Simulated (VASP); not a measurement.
# AlN (P6_3/mmc) in VASP: notebook

The runs below take AlN through single point, with LDA.

Everything below comes from runs of VASP 6.6.1. Logs are shortened: lines on timing, memory, paths and dates and some standing lists are left out, and cuts for length are marked.

**1. The cell of the first run**

It takes space group P6_3/mmc (No. 194, hexagonal). The conventional cell has a = 3.259 Å, b = 3.259 Å, c = 4.326 Å, α = 90.00°, β = 90.00°, γ = 120.00°. Al (site symmetry -6m2) has 5 N at 1.88 to 2.16 Å within 2.5 Å. N (site symmetry -6m2) has 5 Al at 1.88 to 2.16 Å within 2.5 Å.

**2. Single point, LDA**

The input, INCAR:

```
  ALGO = Normal
  EDIFF = 1E-6
  ENCUT = 600
  GGA = CA
  GGA_COMPAT = False
  ISIF = 2
  ISMEAR = -1
  LASPH = True
  LCHARG = False
  LREAL = False
  LWAVE = False
  NBANDS = 16
  NELM = 120
  PREC = Accurate
  SIGMA = 0.2
```

The input, KPOINTS:

```
k-points
0
Gamma
  12 12 6
```

The input, POSCAR:

```
AlN
1.0
    3.2586851769      0.0000000000      0.0000000000
   -1.6293425885      2.8221041461      0.0000000000
    0.0000000000      0.0000000000      4.3260103409
Al N
2 2
Direct
    0.3333333333      0.6666666667      0.7500000000
    0.6666666667      0.3333333333      0.2500000000
    0.3333333333      0.6666666667      0.2500000000
    0.6666666667      0.3333333333      0.7500000000
```

Potentials or basis: VASP PAW LDA potentials, release 64 (Al, N).

Started as:

```
$ cat potpaw_LDA.64/Al/POTCAR potpaw_LDA.64/N/POTCAR > POTCAR
$ mpirun -np 1 vasp_std > vasp.out
```

OUTCAR:

```text
EDIFF = 1E-6
   ENCUT = 600
   GGA = CA
   ISIF = 2
   ISMEAR = -1
   LASPH = True
   LREAL = False
   NELM = 120
   PREC = Accurate

 ion  position               nearest neighbor table
   1  0.333  0.667  0.750-   4 1.88   4 1.88   4 1.88   3 2.16   3 2.16   2 2.87   2 2.87   2 2.87
                             2 2.87   2 2.87   2 2.87
   2  0.667  0.333  0.250-   3 1.88   3 1.88   3 1.88   4 2.16   4 2.16   1 2.87   1 2.87   1 2.87
                             1 2.87   1 2.87   1 2.87
   3  0.333  0.667  0.250-   2 1.88   2 1.88   2 1.88   1 2.16   1 2.16
   4  0.667  0.333  0.750-   1 1.88   1 1.88   1 1.88   2 2.16   2 2.16

  LATTYP: Found a hexagonal cell.
 ALAT       =     3.2586851769
 C/A-ratio  =     1.3275324574

  Lattice vectors:

 A1 = (   3.2586851769,   0.0000000000,   0.0000000000)
 A2 = (  -1.6293425885,   2.8221041461,   0.0000000000)
 A3 = (   0.0000000000,   0.0000000000,   4.3260103409)

Analysis of symmetry for initial positions (statically):
=====================================================================
 Subroutine PRICEL returns:
 Original cell was already a primitive cell.

 Routine SETGRP: Setting up the symmetry group for a
 hexagonal supercell.

 Subroutine GETGRP returns: Found 24 space group operations
 (whereof 12 operations were pure point group operations)
 out of a pool of 24 trial point group operations.

The static configuration has the point symmetry D_3d.
 The point group associated with its full space group is D_6h.

Analysis of symmetry for dynamics (positions and initial velocities):
=====================================================================
 Subroutine PRICEL returns:
 Original cell was already a primitive cell.

 Routine SETGRP: Setting up the symmetry group for a
 hexagonal supercell.

 Subroutine GETGRP returns: Found 24 space group operations
 (whereof 12 operations were pure point group operations)
 out of a pool of 24 trial point group operations.

The dynamic configuration has the point symmetry D_3d.
 The point group associated with its full space group is D_6h.

 Subroutine INISYM returns: Found 24 space group operations
 (whereof 12 operations are pure point group operations),
 and found     1 'primitive' translations

----------------------------------------------------------------------------------------

                                     Primitive cell

  volume of cell :      39.7835

  direct lattice vectors                    reciprocal lattice vectors
     3.258685177  0.000000000  0.000000000     0.306872234  0.177172767  0.000000000
    -1.629342588  2.822104146  0.000000000     0.000000000  0.354345534  0.000000000
     0.000000000  0.000000000  4.326010341     0.000000000  0.000000000  0.231159873

  length of vectors
     3.258685177  3.258685177  4.326010341     0.354345534  0.354345534  0.231159873

  position of ions in fractional coordinates (direct lattice)
     0.333333333  0.666666667  0.750000000
     0.666666667  0.333333333  0.250000000
     0.333333333  0.666666667  0.250000000
     0.666666667  0.333333333  0.750000000

  ion indices of the primitive-cell ions
   primitive index   ion index
                 1           1
                 2           2
                 3           3
                 4           4

----------------------------------------------------------------------------------------

 KPOINTS: k-points

Automatic generation of k-mesh.
 Grid dimensions read from file:
 generate k-points for:   12   12    6

 Generating k-lattice:

  Cartesian coordinates                     Fractional coordinates (reciprocal lattice)
     0.025572686  0.014764397  0.000000000     0.083333333  0.000000000  0.000000000
     0.000000000  0.029528794  0.000000000     0.000000000  0.083333333  0.000000000
     0.000000000  0.000000000  0.038526645     0.000000000  0.000000000  0.166666667

  Length of vectors
     0.029528794  0.029528794  0.038526645

  Shift w.r.t. Gamma in fractional coordinates (k-lattice)
     0.000000000  0.000000000  0.000000000

 Subroutine IBZKPT returns following result:
 ===========================================

 Found     76 irreducible k-points:

 Following reciprocal coordinates:
            Coordinates               Weight
  0.000000  0.000000  0.000000      1.000000
  0.083333  0.000000  0.000000      6.000000
  0.166667 -0.000000  0.000000      6.000000
  0.250000  0.000000  0.000000      6.000000
  0.333333 -0.000000  0.000000      6.000000
  0.416667  0.000000  0.000000      6.000000
[... 16 lines left out ...]
  0.250000  0.000000  0.166667     12.000000
  0.333333 -0.000000  0.166667     12.000000
 [... further k-points ...]
   k-points           NKPTS =     76   k-points in BZ     NKDIM =     76   number of bands    NBANDS=     16
   number of dos      NEDOS =    301   number of ions     NIONS =      4
   total plane-waves  NPLWV =  28224
   dimension x,y,z NGX =    28 NGY =   28 NGZ =   36
   dimension x,y,z NGXF=    56 NGYF=   56 NGZF=   72
   ions per type =               2   2
   NGX,Y,Z   is equivalent  to a cutoff of  14.28, 14.28, 13.83 a.u.
   NGXF,Y,Z  is equivalent  to a cutoff of  28.57, 28.57, 27.67 a.u.
 SYSTEM =  unknown system
   PREC   = accura    normal or accurate (medium, high low for compatibility)
   ISTART =      0    job   : 0-new  1-cont  2-samecut
   ICHARG =      2    charge: 1-file 2-atom 10-const
   ISPIN  =      1    spin polarized calculation?
   LNONCOLLINEAR =      F non collinear calculations
   LSORBIT =      F    spin-orbit coupling
   LASPH  =      T    aspherical Exc in radial PAW
   ENCUT  =  600.0 eV  44.10 Ry    6.64 a.u.   6.51  6.51  8.64*2*pi/ulx,y,z
   NELM   =    120;   NELMIN=  2; NELMDL= -5     # of ELM steps
   EDIFF  = 0.1E-05   stopping-criterion for ELM
   LREAL  =      F    real-space projection
   EDIFFG = 0.1E-04   stopping-criterion for IOM
   NSW    =      0    number of steps for IOM
   IBRION =     -1    ionic relax: 0-MD 1-quasi-New 2-CG
   NFREE  =      0    steps in history (QN), initial steepest desc. (CG)
   ISIF   =      2    stress and relaxation
   ISYM   =      2    0-nonsym 1-usesym 2-fastsym
   POTIM  = 0.5000    time-step for ionic-motion
   TEBEG  =    0.0;   TEEND  =   0.0 temperature during run
   PSTRESS=    0.0 pullay stress
   NELECT =      16.0000    total number of electrons
   NUPDOWN=      -1.0000    fix difference up-down
   EMIN   =  10.00;   EMAX   =-10.00  energy-range for DOS
   EFERMI =   0.00;   METHOD = LEGACY
   ISMEAR =    -1;   SIGMA  =   0.20  broadening in eV -4-tet -1-fermi 0-gaus
   EFERMI_NEDOS =   21; number of points for ismear=-14 and -15
   IALGO  =     38    algorithm
   IMIX   =      4    mixing-type and parameters
     AMIX     =   0.40;   BMIX     =  1.00
     AMIX_MAG =   1.60;   BMIX_MAG =  1.00
  volume/ion in A,a.u.               =       9.95        67.12
  Fermi-wavevector in a.u.,A,eV,Ry     =   1.208409  2.283561 19.867927  1.460251
  Thomas-Fermi vector in A             =   2.344017
   LORBIT       =      0    0 simple, 1 ext, 2 COOP (PROOUT), +10 PAW based schemes
   GGA     = CA    functional components
   LHFCALC =     F    Hartree Fock is set to
   AEXX    =    0.0000 exact exchange contribution
   IVDW    =     0    specifies the selected vdW correction
   LEPSILON=     F    determine dielectric tensor
   LRPA    =     F    only Hartree local field effects (RPA)
 non-spin polarized calculation
  energy-cutoff  :      600.00
  volume of cell :       39.78
 maximum number of plane-waves:      1352
 NGX is ok and might be reduce to    28

 number of electron      16.0000000 magnetization

 Free energy of the ion-electron system (eV)
  ---------------------------------------------------
  ext. energy  EPLUGINS =         0.00000000
  ---------------------------------------------------
  free energy    TOTEN  =       -32.40699669 eV

  energy without entropy =      -32.40697643  energy(sigma->0) =      -32.40698656

 E-fermi :   9.5163     XC(G=0): -11.4915

 val. band max:        7.8515951587   @ k =   0.0000   0.0000   0.0000
 cond. band min:      11.0184225699   @ k =   0.0000   0.0000   0.0000
 fundamental gap:      3.1668274112
 Fermi energy:         9.5162716411

 k-point     1 :       0.0000    0.0000    0.0000
  band No.  band energies     occupation
      1      -8.9182      2.00000
      2      -5.4671      2.00000
      3       0.7069      2.00000
      4       4.5632      2.00000
      5       4.5632      2.00000
      6       5.9869      2.00000
[... 8 lines left out ...]
     15      18.9901      0.00000
     16      19.7921      0.00000

 k-point     2 :       0.0833    0.0000    0.0000
  band No.  band energies     occupation
      1      -8.8344      2.00000
      2      -5.4500      2.00000
      3       0.7978      2.00000
      4       4.2387      2.00000
      5       4.4455      2.00000
      6       5.6791      2.00000
[... 8 lines left out ...]
     15      18.9430      0.00000
     16      19.3994      0.00000

 k-point     3 :       0.1667   -0.0000    0.0000
  band No.  band energies     occupation
      1      -8.5892      2.00000
      2      -5.4145      2.00000
      3       1.0663      2.00000
      4       3.4439      2.00000
      5       4.1687      2.00000
      6       5.0023      2.00000
[... 8 lines left out ...]
     15      18.6342      0.00000
     16      19.4924      0.00000

 k-point     4 :       0.2500    0.0000    0.0000
  band No.  band energies     occupation
      1      -8.2024      2.00000
      2      -5.4070      2.00000
      3       1.4988      2.00000
      4       2.5184      2.00000
      5       3.8555      2.00000
      6       4.2649      2.00000
[... 8 lines left out ...]
     15      17.9757      0.00000
     16      19.6264      0.00000

 k-point     5 :       0.3333   -0.0000    0.0000
  band No.  band energies     occupation
      1      -7.7156      2.00000
      2      -5.4919      2.00000
      3       1.7286      2.00000
      4       2.0632      2.00000
      5       3.5881      2.00000
      6       3.6232      2.00000
[... 8 lines left out ...]
     15      19.2580      0.00000
     16      19.8125      0.00000

 k-point     6 :       0.4167    0.0000    0.0000
  band No.  band energies     occupation
      1      -7.2191      2.00000
      2      -5.6955      2.00000
      3       1.2259      2.00000
      4       2.6704      2.00000
      5       3.1797      2.00000
      6       3.4125      2.00000
[... 8 lines left out ...]
     15      19.9812      0.00000
     16      20.4588      0.00000
[... 267 lines left out ...]
 k-point    21 :       0.0833    0.0000    0.1667
  band No.  band energies     occupation
      1      -8.6773      2.00000
      2      -5.8160      2.00000
      3       1.2660      2.00000
      4       4.3677      2.00000
      5       4.5386      2.00000
      6       5.4730      2.00000
[... 8 lines left out ...]
     15      18.9754      0.00000
     16      19.2643      0.00000

 k-point    22 :       0.1667   -0.0000    0.1667
  band No.  band energies     occupation
      1      -8.4365      2.00000
      2      -5.7377      2.00000
      3       1.3699      2.00000
      4       3.6970      2.00000
      5       4.2745      2.00000
      6       4.6987      2.00000
[... 8 lines left out ...]
     15      18.6505      0.00000
     16      19.2835      0.00000

 k-point    23 :       0.2500    0.0000    0.1667
  band No.  band energies     occupation
      1      -8.0580      2.00000
      2      -5.6594      2.00000
      3       1.3817      2.00000
      4       3.0567      2.00000
      5       3.9375      2.00000
      6       3.9730      2.00000
[... 8 lines left out ...]
     15      18.7591      0.00000
     16      19.4867      0.00000

 k-point    24 :       0.3333   -0.0000    0.1667
  band No.  band energies     occupation
      1      -7.5851      2.00000
      2      -5.6535      2.00000
      3       1.1125      2.00000
      4       2.7136      2.00000
      5       3.4678      2.00000
      6       3.7138      2.00000
[... 8 lines left out ...]
     15      19.4484      0.00000
     16      19.6831      0.00000

 [... further k-points ...]
[... 5 lines left out ...]
  --------------------------------------------------------------------------------------
  -------------------------------------------------------------------------------------
  Total       -0.8231307     -0.8231307     -2.9052988      0.0000000      0.0000000      0.0000000
  in kB      -33.1494538    -33.1494538   -117.0033739      0.0000000      0.0000000      0.0000000
  external PRESSURE =     -61.1007605 kB  Pullay stress =       0.0000000 kB

 VOLUME and BASIS-vectors are now :
 -----------------------------------------------------------------------------
  energy-cutoff  :      600.00
  volume of cell :       39.78
      direct lattice vectors                 reciprocal lattice vectors
     3.258685177  0.000000000  0.000000000     0.306872234  0.177172767  0.000000000
    -1.629342588  2.822104146  0.000000000     0.000000000  0.354345534  0.000000000
     0.000000000  0.000000000  4.326010341     0.000000000  0.000000000  0.231159873

 POSITION                                       TOTAL-FORCE (eV/Angst)
 -----------------------------------------------------------------------------------
     -0.00000      1.88140      3.24451        -0.000000     -0.000000     -0.000000
      1.62934      0.94070      1.08150         0.000000      0.000000     -0.000000
     -0.00000      1.88140      1.08150         0.000000     -0.000000      0.000000
      1.62934      0.94070      3.24451         0.000000      0.000000      0.000000
 -----------------------------------------------------------------------------------
    total drift:                               -0.000000      0.000000      0.000000

  FREE ENERGIE OF THE ION-ELECTRON SYSTEM (eV)
  ---------------------------------------------------
  free  energy   TOTEN  =       -32.4069966888 eV

  energy  without entropy=      -32.4069764349  energy(sigma->0) =      -32.40698656
```

Wall time 77 s (1 thread of Intel Xeon 8259CL, shared host); peak memory 0.18 GiB.

What came out:

- Free energy: -32.4070 eV
- Pressure: -6.1 GPa
- Band gap on the k mesh: 3.17 eV, direct

Stress tensor (GPa, compression positive):
```
 -3.31   0.00   0.00
  0.00  -3.31   0.00
  0.00   0.00 -11.70
```

**3. Single point, LDA**

This run uses another cell than the first one, of the same volume but with other edges.

The input, INCAR:

```
SYSTEM = AlN
PREC = Accurate
ENCUT = 600
EDIFF = 1E-6
ISMEAR = -1
SIGMA = 0.2
LREAL = .False.
LASPH = .True.
NELM = 120
ALGO = Normal
ISIF = 2
LWAVE = .False.
LCHARG = .False.
GGA = CA
NBANDS = 16
GGA_COMPAT = .False.
```

The input, KPOINTS:

```
regular mesh
0
Gamma
  12 12 6
  0 0 0
```

The input, POSCAR:

```
AlN
1.0
    3.5678685258      0.0000000000      0.0000000000
   -1.7839342629      3.0898647807      0.0000000000
    0.0000000000      0.0000000000      3.6087323976
Al N
2 2
Direct
    0.3333333333      0.6666666667      0.7500000000
    0.6666666667      0.3333333333      0.2500000000
    0.3333333333      0.6666666667      0.2500000000
    0.6666666667      0.3333333333      0.7500000000
```

Potentials or basis: VASP PAW LDA potentials, release 64 (Al, N).

Started as:

```
$ cat potpaw_LDA.64/Al/POTCAR potpaw_LDA.64/N/POTCAR > POTCAR
$ mpirun -np 1 vasp_std > vasp.out
```

Wall time 82 s (1 thread of Intel Xeon 8259CL, shared host); peak memory 0.18 GiB.

Results (log left out):

* Free energy: -31.5390 eV
* Pressure: 5.7 GPa
* Band gap on the k mesh: 3.14 eV, indirect (least direct gap 3.92 eV)

Stress tensor (GPa, compression positive):
```
-14.28   0.00   0.00
  0.00 -14.28   0.00
  0.00   0.00  45.57
```

Levels at points of the mesh, in eV from the valence-band top:
```tsv
k point	band 4	band 5	band 6	band 7	band 8	band 9	band 10	band 11	band 12	band 13
(0.00, 0.00, 0.00)	-3.70	-3.70	-0.92	-0.92	-0.78	3.14	4.67	7.77	7.77	11.74
(0.50, 0.00, 0.00)	-4.86	-4.39	-2.89	-2.35	0.00	4.00	8.39	8.88	9.12	9.72
(0.00, 0.00, 0.50)	-3.98	-2.32	-2.32	-2.32	-2.32	5.82	5.82	7.38	7.38	7.38
(0.50, 0.00, 0.50)	-7.04	-2.98	-2.98	-1.37	-1.37	5.53	5.53	11.11	11.11	11.23
```

 A k mesh can miss the band edges.

**4. Single point, LDA**

This run uses another cell than the first one, of the same volume but with other edges.

The input, INCAR:

```
SYSTEM = AlN
PREC = Accurate
ENCUT = 600
EDIFF = 1E-6
ISMEAR = -1
SIGMA = 0.2
LREAL = .FALSE.
LASPH = .TRUE.
NELM = 120
ALGO = Normal
ISIF = 2
LWAVE = .FALSE.
LCHARG = .FALSE.
GGA = CA
NBANDS = 16
GGA_COMPAT = .FALSE.
```

The input, KPOINTS:

```
Automatic mesh
0
G
  12 12 6
  0 0 0
```

The input, POSCAR:

```
AlN
1.0
    3.0347602529      0.0000000000      0.0000000000
   -1.5173801265      2.6281794734      0.0000000000
    0.0000000000      0.0000000000      4.9879671972
Al N
2 2
Direct
    0.3333333333      0.6666666667      0.7500000000
    0.6666666667      0.3333333333      0.2500000000
    0.3333333333      0.6666666667      0.2500000000
    0.6666666667      0.3333333333      0.7500000000
```

Started as:

```
$ cat potpaw_LDA.64/Al/POTCAR potpaw_LDA.64/N/POTCAR > POTCAR
$ mpirun -np 1 vasp_std > vasp.out
```

Wall time 50 s (1 thread of Intel Xeon 8259CL, shared host); peak memory 0.17 GiB.

The run converged. Its results:

* Free energy: -31.4601 eV
* Pressure: 20.9 GPa
* Band gap on the k mesh: 3.16 eV, direct

Stress tensor (GPa, compression positive):
```
 36.93   0.00   0.00
  0.00  36.93   0.00
  0.00   0.00 -11.26
```

Levels at points of the mesh, in eV from the valence-band top:
```csv
k point,band 6,band 7,band 8,band 9,band 10,band 11
"(0.00, 0.00, 0.00)",-1.91,-1.91,0.00,3.16,6.40,10.09
"(0.50, 0.00, 0.00)",-3.57,-2.30,-2.27,5.25,5.77,5.99
"(0.00, 0.00, 0.50)",-2.21,-2.21,-2.21,6.14,6.14,9.41
"(0.50, 0.00, 0.50)",-3.00,-2.06,-2.06,4.49,4.49,7.45
```

 A k mesh can miss the band edges.

**5. Summary**

```tsv
cell	gap on the mesh (eV)	pressure (GPa)
a = 3.259, b = 3.259, c = 4.326 Å, angles 90.0, 90.0, 120.0°, 4 atoms	3.17	-6.1
a = 3.568, b = 3.568, c = 3.609 Å, angles 90.0, 90.0, 120.0°, 4 atoms	3.14	5.7
a = 3.035, b = 3.035, c = 4.988 Å, angles 90.0, 90.0, 120.0°, 4 atoms	3.16	20.9
```

Alike in all rows: task single point; level LDA; potentials or basis VASP PAW LDA potentials, release 64 (Al, N); no spin polarisation; k mesh 12 × 12 × 6; cutoff (eV) 600; smearing fermi-dirac 0.2 eV.

Total energies depend on the potentials used, so only differences within one code and one set of settings carry meaning.
